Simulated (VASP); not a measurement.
Sb: single point with PBE

Crystal: Sb.

```
CELL_PARAMETERS angstrom
2.15420 1.24373 3.75800
-2.15420 1.24373 3.75800
0.00000 -2.48746 3.75800
ATOMIC_POSITIONS crystal
Sb 0.76651 0.76651 0.76651
Sb 0.23349 0.23349 0.23349
```

* Program: VASP 6.6.1
* Task: single point
* Functional: PBE
* Potentials or basis: VASP PAW PBE potentials, release 64 (Sb)
* Cutoff: 520 eV
* k mesh: 8 × 8 × 8
* Occupations: gaussian, width 0.025 eV
* Spin: no spin polarisation
* Dipole correction: no
* Further INCAR settings: ALGO = Normal; EDIFF = 1e-07; NBANDS = 12

```
Pressure               : 2.8 GPa
Largest force          : 0.185 eV/Å
Band gap on the k mesh : zero (bands 5 and 6 overlap by 0.30 eV)
```

Forces in eV/Å, atoms in the order of the input:
```
Sb   0.000  0.000 -0.185
Sb   0.000  0.000  0.185
```

Stress tensor (GPa, compression positive):
```
3.02 0.00 0.00
0.00 3.02 0.00
0.00 0.00 2.28
```

Levels at points of the mesh, in eV from the Fermi level:
| k point | band 3 | band 4 | band 5 | band 6 | band 7 | band 8 |
| --- | --- | --- | --- | --- | --- | --- |
| (0.00, 0.00, 0.00) | -2.16 | -1.90 | -1.90 | 1.97 | 2.60 | 2.60 |
| (0.50, 0.00, 0.00) | -2.04 | -1.92 | -0.38 | -0.30 | 0.10 | 0.41 |
| (0.50, 0.50, 0.00) | -5.53 | -3.85 | -3.76 | 1.43 | 4.85 | 5.43 |
| (0.50, 0.50, 0.50) | -1.41 | -1.41 | -0.57 | 0.04 | 0.04 | 1.04 |

It took 61 s on 1 thread of Intel Xeon 8259CL, on a shared host, peak memory 0.22 GiB.

Caveat: spin-orbit coupling is left out, which moves the levels of the heavy elements.
